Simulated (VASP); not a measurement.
# LiCl (P4_2/mnm) in VASP: notebook, part 2 of 2

VASP 6.6.1. The steps go on from the part before.

## Step 4: Single point, PBE (volume scaled by 0.94, then relaxed in part)

File INCAR:

```
SYSTEM = LiCl
ALGO     = Normal         ! electronic algorithm
EDIFF    = 1E-6           ! SCF threshold, eV
ENCUT    = 520            ! plane-wave cutoff, eV
GGA      = PE             ! functional
ISIF     = 2              ! what is computed and relaxed
ISMEAR   = 0              ! smearing method
LASPH    = .TRUE.         ! aspherical terms in the spheres
LCHARG   = .FALSE.        ! write CHGCAR
LREAL    = .FALSE.        ! projectors in reciprocal space
LWAVE    = .FALSE.        ! write WAVECAR
NBANDS   = 30             ! bands
NELM     = 100            ! most SCF steps
PREC     = Accurate       ! precision mode
SIGMA    = 0.02           ! smearing width, eV
```

File KPOINTS:

```
k-points
0
G
  4 4 6
  0 0 0
```

File POSCAR:

```
LiCl
1.0
    6.4702217632      0.0000000000      0.0000000000
    0.0000000000      6.4702217632      0.0000000000
    0.0000000000      0.0000000000      3.9257495071
Li Cl
4 4
Direct
    0.6711192254      0.6711192254      0.0000000000
    0.8288807746      0.1711192254      0.5000000000
    0.3288807746      0.3288807746      0.0000000000
    0.1711192254      0.8288807746      0.5000000000
    0.8066655300      0.8066655300      0.5000000000
    0.6933344700      0.3066655300      0.0000000000
    0.1933344700      0.1933344700      0.5000000000
    0.3066655300      0.6933344700      0.0000000000
```

On the command line:

```bash
> cat potpaw_PBE.64/Li_sv/POTCAR potpaw_PBE.64/Cl/POTCAR > POTCAR
> mpirun -np 1 vasp_std > vasp.out
```

Run time: 71 s. Hardware: 1 thread of AMD EPYC 7R13 (Zen 3), shared host; peak memory 0.25 GiB.

It converged, with:

```
Free energy            : -29.6461 eV
Band gap on the k mesh : 6.08 eV, direct
```

Levels at points of the mesh, in eV from the valence-band top:
```
           k point  band 17  band 18  band 19  band 20  band 21  band 22  band 23  band 24
(0.00, 0.00, 0.00)    -0.19    -0.01    -0.01     0.00     6.08     8.14     8.29     8.57
(0.50, 0.00, 0.00)    -0.35    -0.35    -0.18    -0.18     7.28     7.28     8.08     8.08
(0.50, 0.50, 0.00)    -0.54    -0.54    -0.43    -0.43     7.47     7.47     7.69     7.69
(0.00, 0.00, 0.50)    -0.68    -0.68    -0.60    -0.60     8.17     8.17     9.24     9.24
(0.50, 0.00, 0.50)    -0.60    -0.60    -0.34    -0.34     8.14     8.14     8.35     8.35
(0.50, 0.50, 0.50)    -0.57    -0.57    -0.38    -0.38     7.30     7.30     7.77     7.77
```

Caveat: the cell differs from its parent crystal (volume scaled by 0.94, then relaxed in part); the cutoff is under 1.25 times the usual one of these potentials, so pressure, stress and relaxed cells hold a basis-set (Pulay) error. A k mesh can miss the band edges.

## Step 5: Single point, PBE (volume scaled by 0.97, then relaxed in part)

File INCAR:

```
ALGO = Normal
EDIFF = 1E-6
ENCUT = 520
GGA = PE
ISIF = 2
ISMEAR = 0
LASPH = True
LCHARG = False
LREAL = False
LWAVE = False
NBANDS = 30
NELM = 60
PREC = Accurate
SIGMA = 0.02
```

File KPOINTS:

```
k-points
0
Gamma
  4 4 6
```

File POSCAR:

```
LiCl
1.0
    6.5796376590      0.0000000000      0.0000000000
    0.0000000000      6.5796376590      0.0000000000
    0.0000000000      0.0000000000      3.9174263700
Li Cl
4 4
Direct
    0.6701463386      0.6701463386      0.0000000000
    0.8298536614      0.1701463386      0.5000000000
    0.3298536614      0.3298536614      0.0000000000
    0.1701463386      0.8298536614      0.5000000000
    0.8085862076      0.8085862076      0.5000000000
    0.6914137924      0.3085862076      0.0000000000
    0.1914137924      0.1914137924      0.5000000000
    0.3085862076      0.6914137924      0.0000000000
```

Potentials or basis: VASP PAW PBE potentials, release 64 (Li_sv, Cl).

On the command line:

```bash
> cat potpaw_PBE.64/Li_sv/POTCAR potpaw_PBE.64/Cl/POTCAR > POTCAR
> mpirun -np 1 vasp_std > vasp.out
```

OUTCAR:

```text
EDIFF = 1E-6
   ENCUT = 520
   GGA = PE
   ISIF = 2
   ISMEAR = 0
   LASPH = True
   LREAL = False
   NELM = 60
   PREC = Accurate

 ion  position               nearest neighbor table
   1  0.670  0.670  0.000-   5 2.34   5 2.34   8 2.38   6 2.38
   2  0.830  0.170  0.500-   6 2.34   6 2.34   7 2.38   5 2.38
   3  0.330  0.330  0.000-   7 2.34   7 2.34   8 2.38   6 2.38
   4  0.170  0.830  0.500-   8 2.34   8 2.34   5 2.38   7 2.38
[... 1008 lines left out ...]
  Total        0.6499684      0.6499684      0.7783343     -0.0000000      0.0000000      0.0000000
  in kB        6.1404195      6.1404195      7.3531246     -0.0000000      0.0000000      0.0000000
  external PRESSURE =       6.5446546 kB  Pullay stress =       0.0000000 kB

 VOLUME and BASIS-vectors are now :
 -----------------------------------------------------------------------------
  energy-cutoff  :      520.00
  volume of cell :      169.59
      direct lattice vectors                 reciprocal lattice vectors
     6.579637659  0.000000000  0.000000000     0.151984053  0.000000000  0.000000000
     0.000000000  6.579637659  0.000000000     0.000000000  0.151984053  0.000000000
     0.000000000  0.000000000  3.917426370     0.000000000  0.000000000  0.255269635

 POSITION                                       TOTAL-FORCE (eV/Angst)
 -----------------------------------------------------------------------------------
      4.40932      4.40932      0.00000         0.004302      0.004302     -0.000000
      5.46014      1.11950      1.95871        -0.004302      0.004302     -0.000000
      2.17032      2.17032      0.00000        -0.004302     -0.004302     -0.000000
      1.11950      5.46014      1.95871         0.004302     -0.004302     -0.000000
      5.32020      5.32020      1.95871         0.001942      0.001942     -0.000000
      4.54925      2.03039      0.00000        -0.001942      0.001942     -0.000000
      1.25943      1.25943      1.95871        -0.001942     -0.001942      0.000000
      2.03039      4.54925      0.00000         0.001942     -0.001942     -0.000000
 -----------------------------------------------------------------------------------
    total drift:                                0.000000      0.000000      0.000000

  FREE ENERGIE OF THE ION-ELECTRON SYSTEM (eV)
  ---------------------------------------------------
  free  energy   TOTEN  =       -29.6820789809 eV

  energy  without entropy=      -29.6820789809  energy(sigma->0) =      -29.68207898
```

OSZICAR:

```text
N       E                     dE             d eps       ncg     rms          rms(c)
DAV:   1     0.315834088096E+03    0.31583E+03   -0.16980E+04  1440   0.128E+03
DAV:   2     0.117949926161E+02   -0.30404E+03   -0.29024E+03  1726   0.295E+02
DAV:   3    -0.227703987274E+02   -0.34565E+02   -0.34409E+02  1846   0.948E+01
DAV:   4    -0.298043516660E+02   -0.70340E+01   -0.70112E+01  2786   0.289E+01
DAV:   5    -0.301937736762E+02   -0.38942E+00   -0.38937E+00  2050   0.763E+00    0.473E+00
DAV:   6    -0.296345465687E+02    0.55923E+00   -0.12563E+00  1978   0.461E+00    0.361E+00
DAV:   7    -0.296317946282E+02    0.27519E-02   -0.41952E-01  2216   0.236E+00    0.215E+00
DAV:   8    -0.296775432121E+02   -0.45749E-01   -0.62397E-02  1776   0.130E+00    0.366E-01
DAV:   9    -0.296792384702E+02   -0.16953E-02   -0.60285E-03  2160   0.331E-01    0.130E-01
DAV:  10    -0.296820172089E+02   -0.27787E-02   -0.29747E-03  1722   0.277E-01    0.299E-02
DAV:  11    -0.296820599542E+02   -0.42745E-04   -0.11663E-04  2136   0.527E-02    0.110E-02
DAV:  12    -0.296820766775E+02   -0.16723E-04   -0.17021E-05  1834   0.216E-02    0.529E-03
DAV:  13    -0.296820787181E+02   -0.20405E-05   -0.32492E-06  1856   0.801E-03    0.120E-03
DAV:  14    -0.296820789809E+02   -0.26279E-06   -0.21617E-07  1394   0.266E-03
   1 F= -.29682079E+02 E0= -.29682079E+02  d E =-.679148E-46
```

Wall time 90 s (1 thread of AMD EPYC 7R13 (Zen 3), shared host); peak memory 0.26 GiB.

What came out:

| Quantity | Value |
| --- | --- |
| Free energy | -29.6821 eV |
| Largest force | 0.006 eV/Å |
| Band gap on the k mesh | 6.00 eV, direct |

Forces in eV/Å, atoms in the order of the input:
```
Li   0.004  0.004  0.000
Li  -0.004  0.004  0.000
Li  -0.004 -0.004  0.000
Li   0.004 -0.004  0.000
Cl   0.002  0.002  0.000
Cl  -0.002  0.002  0.000
Cl  -0.002 -0.002  0.000
Cl   0.002 -0.002  0.000
```

Caveat: the cell differs from its parent crystal (volume scaled by 0.97, then relaxed in part); the cutoff is under 1.25 times the usual one of these potentials, so pressure, stress and relaxed cells hold a basis-set (Pulay) error.

## Step 6: Single point, PBE

This run uses another cell than the first one, of 21.80 Å³/atom, 1.133 times its volume.

File INCAR:

```
SYSTEM = LiCl
PREC = Accurate
ENCUT = 520
EDIFF = 1E-6
ISMEAR = 0
SIGMA = 0.1
LREAL = .FALSE.
LASPH = .TRUE.
NELM = 100
ALGO = Normal
ISIF = 2
LWAVE = .FALSE.
LCHARG = .FALSE.
GGA = PE
NBANDS = 30
```

File KPOINTS:

```
Automatic mesh
0
G
  4 4 6
  0 0 0
```

File POSCAR:

```
LiCl
1.0
    6.6470629025      0.0000000000      0.0000000000
    0.0000000000      6.6470629025      0.0000000000
    0.0000000000      0.0000000000      3.9469852861
Li Cl
4 4
Direct
    0.6715628866      0.6715628866      0.0000000000
    0.8284371134      0.1715628866      0.5000000000
    0.3284371134      0.3284371134      0.0000000000
    0.1715628866      0.8284371134      0.5000000000
    0.8104600378      0.8104600378      0.5000000000
    0.6895399622      0.3104600378      0.0000000000
    0.1895399622      0.1895399622      0.5000000000
    0.3104600378      0.6895399622      0.0000000000
```

Potentials or basis: VASP PAW PBE potentials, release 64 (Li_sv, Cl).

On the command line:

```bash
> cat potpaw_PBE.64/Li_sv/POTCAR potpaw_PBE.64/Cl/POTCAR > POTCAR
> mpirun -np 1 vasp_std > vasp.out
```

Wall time 89 s (1 thread of AMD EPYC 7R13 (Zen 3), shared host); peak memory 0.26 GiB.

It converged, with:

| Item | Value |
| --- | --- |
| Free energy | -29.6940 eV |
| Largest force | 0.015 eV/Å |
| Band gap on the k mesh | 5.92 eV, direct |

Forces on the atoms (eV/Å):
```
Li  -0.004 -0.004  0.000
Li   0.004 -0.004  0.000
Li   0.004  0.004  0.000
Li  -0.004  0.004  0.000
Cl  -0.010 -0.010  0.000
Cl   0.010 -0.010  0.000
Cl   0.010  0.010  0.000
Cl  -0.010  0.010  0.000
```

Levels at points of the mesh, in eV from the valence-band top:
```tsv
k point	band 18	band 19	band 20	band 21	band 22	band 23
(0.00, 0.00, 0.00)	-0.01	-0.01	0.00	5.92	8.16	8.40
(0.50, 0.00, 0.00)	-0.25	-0.17	-0.17	7.09	7.09	8.04
(0.50, 0.50, 0.00)	-0.40	-0.35	-0.35	7.40	7.40	7.52
(0.00, 0.00, 0.50)	-0.57	-0.54	-0.54	8.10	8.10	9.06
(0.50, 0.00, 0.50)	-0.53	-0.30	-0.30	8.09	8.09	8.20
(0.50, 0.50, 0.50)	-0.50	-0.36	-0.36	7.30	7.30	7.74
```

Caveat: the cutoff is under 1.25 times the usual one of these potentials, so pressure, stress and relaxed cells hold a basis-set (Pulay) error.

## Step 7: The runs side by side

| cell | smearing | gap on the mesh (eV) | largest force (eV/Å) |
| --- | --- | --- | --- |
| a = 6.193, b = 6.193, c = 4.012 Å, 8 atoms | gaussian 0.02 eV | 6.20 | - |
| a = 6.349, b = 6.349, c = 3.947 Å, 8 atoms | gaussian 0.02 eV | 6.15 | - |
| a = 6.470, b = 6.470, c = 3.926 Å, 8 atoms | gaussian 0.02 eV | 6.08 | - |
| a = 6.580, b = 6.580, c = 3.917 Å, 8 atoms | gaussian 0.02 eV | 6.00 | 0.01 |
| a = 6.647, b = 6.647, c = 3.947 Å, 8 atoms | gaussian 0.1 eV | 5.92 | 0.01 |

Alike in all rows: task single point; level PBE; potentials or basis VASP PAW PBE potentials, release 64 (Li_sv, Cl); no spin polarisation; k mesh 4 × 4 × 6; cutoff (eV) 520.

Caveats: the cutoff is under 1.25 times the usual one of these potentials, so pressure, stress and relaxed cells hold a basis-set (Pulay) error.

Total energies depend on the potentials used, so only differences within one code and one set of settings carry meaning.
